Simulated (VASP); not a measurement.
# Pt (P1) in VASP: single point with PBEsol

Aim: the single point of Pt with PBEsol.

All numbers are computed with VASP 6.6.1; they aren't measurements. Logs are shortened: lines on timing, memory, paths and dates and some standing lists are left out, and cuts for length are marked.

### Step 1. The cell of the first run

The typed cell holds 4 atoms: a = 2.784 Å, b = 2.396 Å, c = 10.867 Å, α = 91.28°, β = 94.80°, γ = 116.25°.

### Step 2. Single point, PBEsol (atoms moved at random and the cell strained at random)

INCAR

```
PREC = Accurate ; ENCUT = 520
EDIFF = 1E-6 ; ISMEAR = 0
SIGMA = 0.15 ; LREAL = False
LASPH = True ; NELM = 100
ALGO = Fast ; ISIF = 2
LWAVE = False ; LCHARG = False
GGA = PS ; NBANDS = 28
```

KPOINTS

```
regular mesh
0
Gamma
  12 12 4
```

POSCAR

```
Pt
1.0
    2.7741334354      0.1998817617     -0.1203605155
   -1.2139640343      2.0659598593     -0.0309172930
   -0.4157638822     -0.3633613991     10.8529233697
Pt
4
Direct
    0.6356315219      0.2684465360      0.3800098204
    0.6979783243      0.3831497891      0.8711393117
    0.3669402753      0.6991121589      0.1077676208
    0.2994498785      0.6492915159      0.6410832470
```

Potentials or basis: VASP PAW PBE potentials, release 64 (Pt).

Command:

```bash
$ cat potpaw_PBE.64/Pt/POTCAR > POTCAR
$ mpirun -np 1 vasp_std > vasp.out
```

OUTCAR:

```text
PREC = Accurate
   ENCUT = 520
   EDIFF = 1E-6
   ISMEAR = 0
   LREAL = False
   LASPH = True
   NELM = 100
   ISIF = 2
   GGA = PS

 ion  position               nearest neighbor table
   1  0.636  0.268  0.380-   3 3.12   4 3.13   4 3.25   3 3.29   4 3.29
   2  0.698  0.383  0.871-   4 2.85   4 2.86   3 2.92   3 2.99   4 3.05   3 3.07
   3  0.367  0.699  0.108-   2 2.92   2 2.99   2 3.07   1 3.12   1 3.29
   4  0.299  0.649  0.641-   2 2.85   2 2.86   2 3.05   1 3.13   1 3.25   1 3.29

  LATTYP: Found a triclinic cell.
 ALAT       =     2.3964253996
 B/A-ratio  =     1.1617002994
 C/A-ratio  =     4.6653623692
 COS(alpha) =     0.0134539444
 COS(beta)  =     0.2360498572
 COS(gamma) =     0.4423352929

  Lattice vectors:

 A1 = (   1.2139640343,  -2.0659598593,   0.0309172930)
 A2 = (   2.7741334354,   0.1998817617,  -0.1203605155)
 A3 = (   0.7982001521,  -2.4293212584,  10.8838406627)

Analysis of symmetry for initial positions (statically):
=====================================================================
 Subroutine PRICEL returns:
 Original cell was already a primitive cell.

 Routine SETGRP: Setting up the symmetry group for a
 triclinic supercell.

 Subroutine GETGRP returns: Found  1 space group operations
 (whereof  1 operations were pure point group operations)
 out of a pool of  2 trial point group operations.

The static configuration has the point symmetry C_1 .

Analysis of symmetry for dynamics (positions and initial velocities):
=====================================================================
 Subroutine PRICEL returns:
 Original cell was already a primitive cell.

 Routine SETGRP: Setting up the symmetry group for a
 triclinic supercell.

 Subroutine GETGRP returns: Found  1 space group operations
 (whereof  1 operations were pure point group operations)
 out of a pool of  2 trial point group operations.

The dynamic configuration has the point symmetry C_1 .

 Subroutine INISYM returns: Found  1 space group operations
 (whereof  1 operations are pure point group operations),
 and found     1 'primitive' translations

----------------------------------------------------------------------------------------

                                     Primitive cell

  volume of cell :      64.6492

  direct lattice vectors                    reciprocal lattice vectors
     2.774133435  0.199881762 -0.120360516     0.346647389  0.203991956  0.020109445
    -1.213964034  2.065959859 -0.030917293    -0.032878484  0.464931116  0.014306591
    -0.415763882 -0.363361399 10.852923370     0.003750708  0.003586774  0.092404845

  length of vectors
     2.783928104  2.396425400 10.866960789     0.402717668  0.466311716  0.092550463

  position of ions in fractional coordinates (direct lattice)
     0.635631522  0.268446536  0.380009820
     0.697978324  0.383149789  0.871139312
     0.366940275  0.699112159  0.107767621
     0.299449878  0.649291516  0.641083247

  ion indices of the primitive-cell ions
   primitive index   ion index
                 1           1
                 2           2
                 3           3
                 4           4

----------------------------------------------------------------------------------------

 KPOINTS: regular mesh

Automatic generation of k-mesh.
 Grid dimensions read from file:
 generate k-points for:   12   12    4

 Generating k-lattice:

  Cartesian coordinates                     Fractional coordinates (reciprocal lattice)
     0.028887282  0.016999330  0.001675787     0.083333333 -0.000000000  0.000000000
    -0.002739874  0.038744260  0.001192216     0.000000000  0.083333333  0.000000000
     0.000937677  0.000896694  0.023101211     0.000000000  0.000000000  0.250000000

  Length of vectors
     0.033559806  0.038859310  0.023137616

  Shift w.r.t. Gamma in fractional coordinates (k-lattice)
     0.000000000  0.000000000  0.000000000

 Subroutine IBZKPT returns following result:
 ===========================================

 Found    292 irreducible k-points:

 Following reciprocal coordinates:
            Coordinates               Weight
  0.000000  0.000000  0.000000      1.000000
  0.083333 -0.000000  0.000000      2.000000
  0.166667 -0.000000  0.000000      2.000000
  0.250000 -0.000000  0.000000      2.000000
  0.333333 -0.000000  0.000000      2.000000
  0.416667 -0.000000  0.000000      2.000000
[... 16 lines left out ...]
  0.250000  0.166667  0.000000      2.000000
  0.333333  0.166667  0.000000      2.000000
 [... further k-points ...]
   k-points           NKPTS =    292   k-points in BZ     NKDIM =    292   number of bands    NBANDS=     28
   number of dos      NEDOS =    301   number of ions     NIONS =      4
   total plane-waves  NPLWV =  36288
   dimension x,y,z NGX =    24 NGY =   18 NGZ =   84
   dimension x,y,z NGXF=    48 NGYF=   36 NGZF=  168
   ions per type =               4
   NGX,Y,Z   is equivalent  to a cutoff of  14.33, 12.49, 12.85 a.u.
   NGXF,Y,Z  is equivalent  to a cutoff of  28.66, 24.97, 25.70 a.u.
 SYSTEM =  unknown system
   PREC   = accura    normal or accurate (medium, high low for compatibility)
   ISTART =      0    job   : 0-new  1-cont  2-samecut
   ICHARG =      2    charge: 1-file 2-atom 10-const
   ISPIN  =      1    spin polarized calculation?
   LNONCOLLINEAR =      F non collinear calculations
   LSORBIT =      F    spin-orbit coupling
   LASPH  =      T    aspherical Exc in radial PAW
   ENCUT  =  520.0 eV  38.22 Ry    6.18 a.u.   5.18  4.46 20.21*2*pi/ulx,y,z
   NELM   =    100;   NELMIN=  2; NELMDL= -5     # of ELM steps
   EDIFF  = 0.1E-05   stopping-criterion for ELM
   LREAL  =      F    real-space projection
[... 7 lines left out ...]
   TEBEG  =    0.0;   TEEND  =   0.0 temperature during run
   PSTRESS=    0.0 pullay stress
   NELECT =      40.0000    total number of electrons
   NUPDOWN=      -1.0000    fix difference up-down
   EMIN   =  10.00;   EMAX   =-10.00  energy-range for DOS
   EFERMI =   0.00;   METHOD = LEGACY
   ISMEAR =     0;   SIGMA  =   0.15  broadening in eV -4-tet -1-fermi 0-gaus
   EFERMI_NEDOS =   21; number of points for ismear=-14 and -15
   IALGO  =     68    algorithm
   IMIX   =      4    mixing-type and parameters
     AMIX     =   0.40;   BMIX     =  1.00
     AMIX_MAG =   1.60;   BMIX_MAG =  1.00
  volume/ion in A,a.u.               =      16.16       109.07
  Fermi-wavevector in a.u.,A,eV,Ry     =   1.394999  2.636165 26.477230  1.946022
  Thomas-Fermi vector in A             =   2.518493
   LORBIT       =      0    0 simple, 1 ext, 2 COOP (PROOUT), +10 PAW based schemes
   GGA     = PS    functional components
   LHFCALC =     F    Hartree Fock is set to
   AEXX    =    0.0000 exact exchange contribution
   IVDW    =     0    specifies the selected vdW correction
   LEPSILON=     F    determine dielectric tensor
   LRPA    =     F    only Hartree local field effects (RPA)
 non-spin polarized calculation
 RMM-DIIS sequential band-by-band and
 Gauss-broadening in eV      SIGMA  =   0.15
  energy-cutoff  :      520.00
  volume of cell :       64.65
 maximum number of plane-waves:      1778
 NGX is ok and might be reduce to    24
   NGX = 11   NGY =  9   NGZ = 41

 number of electron      39.9999999 magnetization

 Free energy of the ion-electron system (eV)
  ---------------------------------------------------
  ext. energy  EPLUGINS =         0.00000000
  ---------------------------------------------------
  free energy    TOTEN  =       -25.24204674 eV

  energy without entropy =      -25.18595174  energy(sigma->0) =      -25.21399924

 E-fermi :   9.7877     XC(G=0): -13.1145

 val. band max:        9.7849095784   @ k =   0.1667   0.5000   0.0000
 cond. band min:       9.7901362358   @ k =  -0.1667   0.0833  -0.0000
 fundamental gap:      0.0052266573
 Fermi energy:         9.7877452689

 k-point     1 :       0.0000    0.0000    0.0000
  band No.  band energies     occupation
      1      -0.0360      2.00000
      2       1.1316      2.00000
      3       1.2717      2.00000
      4       1.8224      2.00000
      5       4.0980      2.00000
      6       4.3342      2.00000
[... 20 lines left out ...]
     27      18.3345      0.00000
     28      22.8929      0.00000

 k-point     2 :       0.0833   -0.0000    0.0000
  band No.  band energies     occupation
      1       0.1815      2.00000
      2       1.3099      2.00000
      3       1.4804      2.00000
      4       1.9817      2.00000
      5       4.0696      2.00000
      6       4.3387      2.00000
[... 20 lines left out ...]
     27      18.5744      0.00000
     28      23.2665      0.00000

 k-point     3 :       0.1667   -0.0000    0.0000
  band No.  band energies     occupation
      1       0.7651      2.00000
      2       1.7441      2.00000
      3       1.9534      2.00000
      4       2.3080      2.00000
      5       4.0342      2.00000
      6       4.3979      2.00000
[... 20 lines left out ...]
     27      19.1990      0.00000
     28      23.2341      0.00000

 k-point     4 :       0.2500   -0.0000    0.0000
  band No.  band energies     occupation
      1       1.4622      2.00000
      2       2.1056      2.00000
      3       2.2815      2.00000
      4       2.4926      2.00000
      5       4.1137      2.00000
      6       4.4899      2.00000
[... 578 lines left out ...]
     27      20.6643      0.00000
     28      21.3761      0.00000

 k-point    23 :       0.2500    0.1667    0.0000
  band No.  band energies     occupation
      1       3.3594      2.00000
      2       3.7336      2.00000
      3       3.8639      2.00000
      4       4.0848      2.00000
      5       4.5235      2.00000
      6       4.6321      2.00000
[... 20 lines left out ...]
     27      18.7910      0.00000
     28      19.5868      0.00000

 k-point    24 :       0.3333    0.1667    0.0000
  band No.  band energies     occupation
      1       3.4701      2.00000
      2       3.6217      2.00000
      3       3.7868      2.00000
      4       3.9914      2.00000
      5       4.4032      2.00000
      6       4.6690      2.00000
[... 20 lines left out ...]
     27      17.6277      0.00000
     28      18.1566      0.00000

 [... further k-points ...]
[... 5 lines left out ...]
  --------------------------------------------------------------------------------------
  -------------------------------------------------------------------------------------
  Total        2.2394073     18.6921155     -7.3950245    -13.6544477     -0.7237758     -0.2422979
  in kB       55.4984227    463.2399520   -183.2682232   -338.3932495    -17.9370746     -6.0047825
  external PRESSURE =     111.8233838 kB  Pullay stress =       0.0000000 kB

 VOLUME and BASIS-vectors are now :
 -----------------------------------------------------------------------------
  energy-cutoff  :      520.00
  volume of cell :       64.65
      direct lattice vectors                 reciprocal lattice vectors
     2.774133435  0.199881762 -0.120360516     0.346647389  0.203991956  0.020109445
    -1.213964034  2.065959859 -0.030917293    -0.032878484  0.464931116  0.014306591
    -0.415763882 -0.363361399 10.852923370     0.003750708  0.003586774  0.092404845

 POSITION                                       TOTAL-FORCE (eV/Angst)
 -----------------------------------------------------------------------------------
      1.27945      0.54357      4.03941         0.008497     -0.045579      0.011608
      1.10897      0.61455      9.35855         0.017279     -0.016654      0.210703
      0.12444      1.47852      1.10381        -0.003116      0.083750      0.248754
     -0.22404      1.16832      6.90151        -0.022659     -0.021517     -0.471065
 -----------------------------------------------------------------------------------
    total drift:                                0.000040      0.000014     -0.000118

  FREE ENERGIE OF THE ION-ELECTRON SYSTEM (eV)
  ---------------------------------------------------
  free  energy   TOTEN  =       -25.2420467381 eV

  energy  without entropy=      -25.1859517354  energy(sigma->0) =      -25.21399924
```

It took 13 min on 1 thread of Oxide Virtual Turin-like, shared host; peak memory 0.45 GiB.

What came out:

| Item | Value |
| --- | --- |
| Free energy | -25.2420 eV |
| Pressure | 11.2 GPa |
| Largest force | 0.472 eV/Å |
| Band gap on the k mesh | zero (bands 20 and 21 overlap by 2.10 eV) |

Forces in eV/Å, atoms in the order of the input:
```
Pt   0.008 -0.046  0.012
Pt   0.017 -0.017  0.211
Pt  -0.003  0.084  0.249
Pt  -0.023 -0.022 -0.471
```

Caveat: the cell differs from its parent crystal (atoms moved at random and the cell strained at random); the stress differs along the axes, from -18 to 46 GPa; the PAW data sets were made with another functional, which shifts forces and pressure a little; spin-orbit coupling is left out, which moves the levels of the heavy elements.
